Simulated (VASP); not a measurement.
# PtSe2 (P-3m1) in VASP: settings compared, part 2 of 2

VASP 6.6.1.

**3. Single point, PBE-based screened hybrid with 50 % exact exchange**

File POSCAR:

```
PtSe2
1.0
    3.7240000000      0.0000000000      0.0000000000
   -1.8620000000      3.2250786037      0.0000000000
    0.0000000000      0.0000000000      5.0620000000
Pt Se
1 2
Direct
    0.0000000000      0.0000000000      0.0000000000
    0.6666666667      0.3333333333      0.7500000000
    0.3333333333      0.6666666667      0.2500000000
```

File INCAR.step1:

```
SYSTEM = PtSe2
PREC = Accurate ; ENCUT = 520
EDIFF = 1E-5 ; ISMEAR = -1
SIGMA = 0.05 ; LREAL = .False.
LASPH = .True. ; NELM = 100
ALGO = Normal ; ISIF = 2
LWAVE = .True. ; LCHARG = .False.
GGA = PE ; NBANDS = 18
```

File INCAR.step2:

```
SYSTEM = PtSe2
PREC = Accurate ; ENCUT = 520
EDIFF = 1E-6 ; ISMEAR = -1
SIGMA = 0.05 ; LREAL = .False.
LASPH = .True. ; NELM = 100
ALGO = Normal ; ISIF = 2
LWAVE = .False. ; LCHARG = .False.
GGA = PE ; LHFCALC = .True.
AEXX = 0.5 ; HFSCREEN = 0.2
PRECFOCK = Normal ; ISTART = 1
NBANDS = 18
```

File KPOINTS:

```
Automatic mesh
0
Gamma
  4 4 3
  0 0 0
```

Potentials or basis: VASP PAW PBE potentials, release 64 (Pt, Se).

Launch:

```sh
cat potpaw_PBE.64/Pt/POTCAR potpaw_PBE.64/Se/POTCAR > POTCAR
cp INCAR.step1 INCAR
mpirun -np 1 vasp_std > vasp.out
cp INCAR.step2 INCAR
mpirun -np 1 vasp_std > vasp.out
```

OUTCAR:

```text
SYSTEM = PtSe2
   PREC = Accurate
   ENCUT = 520
   EDIFF = 1E-6
   ISMEAR = -1
   LREAL = .False.
   LASPH = .True.
   NELM = 100
   ISIF = 2
   GGA = PE
   LHFCALC = .True.
   AEXX = 0.5
   HFSCREEN = 0.2
   PRECFOCK = Normal
   ISTART = 1

 ion  position               nearest neighbor table
   1  0.000  0.000  0.000-   2 2.49   3 2.49   2 2.49   3 2.49   2 2.49   3 2.49
   2  0.667  0.333  0.750-   1 2.49   1 2.49   1 2.49
   3  0.333  0.667  0.250-   1 2.49   1 2.49   1 2.49

  LATTYP: Found a hexagonal cell.
 ALAT       =     3.7240000000
 C/A-ratio  =     1.3592910849

  Lattice vectors:

 A1 = (   3.7240000000,   0.0000000000,   0.0000000000)
 A2 = (  -1.8620000000,   3.2250786037,   0.0000000000)
 A3 = (   0.0000000000,   0.0000000000,   5.0620000000)

Analysis of symmetry for initial positions (statically):
=====================================================================
 Subroutine PRICEL returns:
 Original cell was already a primitive cell.

 Routine SETGRP: Setting up the symmetry group for a
 hexagonal supercell.

 Subroutine GETGRP returns: Found 12 space group operations
 (whereof 12 operations were pure point group operations)
 out of a pool of 24 trial point group operations.

The static configuration has the point symmetry D_3d.

Analysis of symmetry for dynamics (positions and initial velocities):
=====================================================================
 Subroutine PRICEL returns:
 Original cell was already a primitive cell.

 Routine SETGRP: Setting up the symmetry group for a
 hexagonal supercell.

 Subroutine GETGRP returns: Found 12 space group operations
 (whereof 12 operations were pure point group operations)
 out of a pool of 24 trial point group operations.

The dynamic configuration has the point symmetry D_3d.

 Subroutine INISYM returns: Found 12 space group operations
 (whereof 12 operations are pure point group operations),
 and found     1 'primitive' translations

----------------------------------------------------------------------------------------

                                     Primitive cell

  volume of cell :      60.7956

  direct lattice vectors                    reciprocal lattice vectors
     3.724000000  0.000000000  0.000000000     0.268528464  0.155034981  0.000000000
    -1.862000000  3.225078604  0.000000000     0.000000000  0.310069962  0.000000000
     0.000000000  0.000000000  5.062000000     0.000000000  0.000000000  0.197550375

  length of vectors
     3.724000000  3.724000000  5.062000000     0.310069962  0.310069962  0.197550375

  position of ions in fractional coordinates (direct lattice)
     0.000000000  0.000000000  0.000000000
     0.666666667  0.333333333  0.750000000
     0.333333333  0.666666667  0.250000000

  ion indices of the primitive-cell ions
   primitive index   ion index
                 1           1
                 2           2
                 3           3

[... 28 lines left out ...]
  0.000000  0.000000  0.000000      1.000000
  0.250000 -0.000000  0.000000      6.000000
  0.500000 -0.000000  0.000000      3.000000
  0.250000  0.250000  0.000000      6.000000
  0.000000  0.000000  0.333333      2.000000
  0.250000 -0.000000  0.333333      6.000000
  0.000000  0.250000  0.333333      6.000000
  0.500000 -0.000000  0.333333      6.000000
  0.250000  0.250000  0.333333     12.000000
   k-points           NKPTS =      9   k-points in BZ     NKDIM =     48   number of bands    NBANDS=     18
   number of dos      NEDOS =    301   number of ions     NIONS =      3
   total plane-waves  NPLWV =  31360
   dimension x,y,z NGX =    28 NGY =   28 NGZ =   40
   dimension x,y,z NGXF=    56 NGYF=   56 NGZF=   80
   ions per type =               1   2
   NGX,Y,Z   is equivalent  to a cutoff of  12.50, 12.50, 13.14 a.u.
   NGXF,Y,Z  is equivalent  to a cutoff of  25.00, 25.00, 26.27 a.u.
 SYSTEM =  PtSe2
   PREC   = accura    normal or accurate (medium, high low for compatibility)
   ISTART =      1    job   : 0-new  1-cont  2-samecut
   ICHARG =      0    charge: 1-file 2-atom 10-const
   ISPIN  =      1    spin polarized calculation?
   LNONCOLLINEAR =      F non collinear calculations
   LSORBIT =      F    spin-orbit coupling
   LASPH  =      T    aspherical Exc in radial PAW
   ENCUT  =  520.0 eV  38.22 Ry    6.18 a.u.   6.92  6.92  9.41*2*pi/ulx,y,z
   NELM   =    100;   NELMIN=  2; NELMDL=  0     # of ELM steps
   EDIFF  = 0.1E-05   stopping-criterion for ELM
   LREAL  =      F    real-space projection
   EDIFFG = 0.1E-04   stopping-criterion for IOM
   NSW    =      0    number of steps for IOM
   IBRION =     -1    ionic relax: 0-MD 1-quasi-New 2-CG
   NFREE  =      0    steps in history (QN), initial steepest desc. (CG)
   ISIF   =      2    stress and relaxation
   ISYM   =      3    0-nonsym 1-usesym 2-fastsym
   POTIM  = 0.5000    time-step for ionic-motion
   TEBEG  =    0.0;   TEEND  =   0.0 temperature during run
   PSTRESS=    0.0 pullay stress
   NELECT =      22.0000    total number of electrons
   NUPDOWN=      -1.0000    fix difference up-down
   EMIN   =  10.00;   EMAX   =-10.00  energy-range for DOS
   EFERMI =   0.00;   METHOD = LEGACY
   ISMEAR =    -1;   SIGMA  =   0.05  broadening in eV -4-tet -1-fermi 0-gaus
   EFERMI_NEDOS =   21; number of points for ismear=-14 and -15
   IALGO  =     38    algorithm
   IMIX   =      1    mixing-type and parameters
     AMIX     =   0.40;   BMIX     =  1.00
     AMIX_MAG =   1.60;   BMIX_MAG =  1.00
  volume/ion in A,a.u.               =      20.27       136.76
  Fermi-wavevector in a.u.,A,eV,Ry     =   1.166608  2.204570 18.517184  1.360975
  Thomas-Fermi vector in A             =   2.303119
   LORBIT       =      0    0 simple, 1 ext, 2 COOP (PROOUT), +10 PAW based schemes
   GGA     = PE    functional components
   LHFCALC =     T    Hartree Fock is set to
   PRECFOCK=normal    Normal, Fast or Accurate (Low or Medium for compatibility)
   ENCUT4O =  -1.0   cutoff for four orbital integrals eV
   NKREDX  =     1    reduce k-point grid by
   NKREDY  =     1    reduce k-point grid by
   NKREDZ  =     1    reduce k-point grid by
   AEXX    =    0.5000 exact exchange contribution
   HFSCREEN=    0.2000 screening length (either q_TF or 0.3 A-1)
   HFSCREENC=   0.2000 screening length for correlation (either q_TF or 0.3 A-1)
   ENCUTFOCK=  -1.0 apply spherical cutoff to Coloumb kernel
   IVDW    =     0    specifies the selected vdW correction
   LEPSILON=     F    determine dielectric tensor
   LRPA    =     F    only Hartree local field effects (RPA)
 non-spin polarized calculation
  energy-cutoff  :      520.00
  volume of cell :       60.80
 maximum number of plane-waves:      1654
 NGX is ok and might be reduce to    28
  NGX = 24; NGY = 24; NGZ = 30

 number of electron      21.9999999 magnetization

 Free energy of the ion-electron system (eV)
  ---------------------------------------------------
  ext. energy  EPLUGINS =         0.00000000
  ---------------------------------------------------
  free energy    TOTEN  =       -20.53755987 eV

  energy without entropy =      -20.53594863  energy(sigma->0) =      -20.53675425

 E-fermi :   6.4767     XC(G=0):  -6.9126

 val. band max:        6.3607712855   @ k =   0.0000   0.0000   0.0000
 cond. band min:       6.6869681691   @ k =   0.0000   0.2500   0.3333
 fundamental gap:      0.3261968836
 Fermi energy:         6.4767454860

 k-point     1 :       0.0000    0.0000    0.0000
  band No.  band energies     occupation
      1     -13.0698      2.00000
      2      -9.5729      2.00000
      3      -3.3401      2.00000
      4      -2.3240      2.00000
      5      -2.3240      2.00000
      6      -0.1655      2.00000
[... 166 lines left out ...]
      5      -1.1222      2.00000
      6      -0.7661      2.00000
[... 10 lines left out ...]
     17      16.5317      0.00000
     18      16.7191      0.00000

------------------------ aborting loop because EDIFF is reached ----------------------------------------

  FORCE on cell =-STRESS in cart. coord.  units (eV):
  Direction    XX          YY          ZZ          XY          YZ          ZX
  --------------------------------------------------------------------------------------
  -------------------------------------------------------------------------------------
  Total       -1.2187261     -1.2187261     -0.2335086      0.0000000      0.0000000      0.0000000
  in kB      -32.1177097    -32.1177097     -6.1537710      0.0000000      0.0000000      0.0000000
  external PRESSURE =     -23.4630634 kB  Pullay stress =       0.0000000 kB

 VOLUME and BASIS-vectors are now :
 -----------------------------------------------------------------------------
  energy-cutoff  :      520.00
  volume of cell :       60.80
      direct lattice vectors                 reciprocal lattice vectors
     3.724000000  0.000000000  0.000000000     0.268528464  0.155034981  0.000000000
    -1.862000000  3.225078604  0.000000000     0.000000000  0.310069962  0.000000000
     0.000000000  0.000000000  5.062000000     0.000000000  0.000000000  0.197550375

 POSITION                                       TOTAL-FORCE (eV/Angst)
 -----------------------------------------------------------------------------------
      0.00000      0.00000      0.00000         0.000000      0.000000      0.000000
      1.86200      1.07503      3.79650        -0.000000      0.000000      0.437391
     -0.00000      2.15005      1.26550         0.000000     -0.000000     -0.437391
 -----------------------------------------------------------------------------------
    total drift:                               -0.000000     -0.000000      0.000003

  FREE ENERGIE OF THE ION-ELECTRON SYSTEM (eV)
  ---------------------------------------------------
  free  energy   TOTEN  =       -20.5375598656 eV

  energy  without entropy=      -20.5359486319  energy(sigma->0) =      -20.53675425
```

Wall time 12 min (1 thread of Intel Xeon Platinum 8375C at 2.90GHz (Ice Lake), shared host); peak memory 0.29 GiB.

Results:

```yaml
Free_energy: -20.5376 eV
Pressure: -2.3 GPa
Largest_force: 0.437 eV/Å
Band_gap_on_the_k_mesh: 0.33 eV (least direct gap 1.58 eV)
```

Forces on the atoms (eV/Å):
```
Pt   0.000  0.000  0.000
Se   0.000  0.000  0.437
Se   0.000  0.000 -0.437
```

Caveat: the k points lie up to 0.49 Å⁻¹ apart; the PAW data sets were made with another functional, which shifts forces and pressure a little; spin-orbit coupling is left out, which moves the levels of the heavy elements. A k mesh can miss the band edges.

**4. Single point, PBEsol+D3(BJ)**

This run uses another cell than the first one, of 18.71 Å³/atom.

File INCAR:

```
PREC = Accurate ; ENCUT = 520
EDIFF = 1E-6 ; ISMEAR = -1
SIGMA = 0.05 ; LREAL = F
LASPH = T ; NELM = 80
ALGO = Normal ; ISIF = 2
LWAVE = F ; LCHARG = F
GGA = PS ; IVDW = 12
NBANDS = 18
```

File KPOINTS:

```
Automatic mesh
0
Gamma
  8 8 5
```

File POSCAR:

```
PtSe2
1.0
    3.7359399526      0.0000000000      0.0000000000
   -1.8679699763      3.2354189060      0.0000000000
    0.0000000000      0.0000000000      4.6434448976
Pt Se
1 2
Direct
    0.0000000000      0.0000000000      0.0000000000
    0.6666666667      0.3333333333      0.7277932844
    0.3333333333      0.6666666667      0.2722067156
```

Launch:

```sh
cat potpaw_PBE.64/Pt/POTCAR potpaw_PBE.64/Se/POTCAR > POTCAR
mpirun -np 1 vasp_std > vasp.out
```

It took 19 s on 1 thread of Intel Xeon Platinum 8488C (Sapphire Rapids), shared host; peak memory 0.2 GiB.

It converged, with:

```
Free energy                : -17.2656 eV
Pressure                   : 0.1 GPa
Largest force              : 0.014 eV/Å
Band gap on the k mesh     : zero (bands 11 and 12 overlap by 0.98 eV)
Dispersion energy per atom : -0.464 eV
```

Forces on the atoms (eV/Å):
```
Pt   0.000  0.000  0.000
Se   0.000  0.000 -0.014
Se   0.000  0.000  0.014
```

Levels at points of the mesh, in eV from the Fermi level:
```csv
k point,band 8,band 9,band 10,band 11,band 12,band 13,band 14,band 15
"(0.00, 0.00, 0.00)",-2.59,-1.09,-1.09,0.86,0.86,0.91,2.95,4.25
"(0.50, 0.00, 0.00)",-3.74,-3.50,-3.43,-3.09,0.41,2.73,5.17,6.17
```

Caveat: the PAW data sets were made with another functional, which shifts forces and pressure a little; spin-orbit coupling is left out, which moves the levels of the heavy elements.

**5. The runs side by side**

```tsv
level	cell	k mesh	grid for exact exchange (PRECFOCK)	share of exact exchange	screening parameter	gap on the mesh (eV)	pressure (GPa)	largest force (eV/Å)
PBE-based screened hybrid with 40 % exact exchange	a = 3.724, b = 3.724, c = 5.062 Å, angles 90.0, 90.0, 120.0°, 3 atoms, atomic positions A	4 × 4 × 3	Normal	0.4	0.2 1/Å	0.05	-0.5	0.22
PBE-based screened hybrid with 50 % exact exchange	a = 3.724, b = 3.724, c = 5.062 Å, angles 90.0, 90.0, 120.0°, 3 atoms, atomic positions A	4 × 4 × 3	Normal	0.5	0.2 1/Å	0.33	-2.3	0.44
PBEsol+D3(BJ)	a = 3.736, b = 3.736, c = 4.643 Å, angles 90.0, 90.0, 120.0°, 3 atoms, atomic positions B	8 × 8 × 5	-	-	-	none	0.1	0.01
```

Alike in all rows: task single point; potentials or basis VASP PAW PBE potentials, release 64 (Pt, Se); no spin polarisation; cutoff (eV) 520; smearing fermi-dirac 0.05 eV.

Caveats: some runs use coarse meshes; the PAW data sets were made with another functional, which shifts forces and pressure a little; spin-orbit coupling is left out, which moves the levels of the heavy elements; the smearing spreads over this small gap (at least some runs).

Absolute energies hang on the potentials; compare differences alone.

The gap in the log of VASP goes by the Fermi energy; the results here count the filled bands.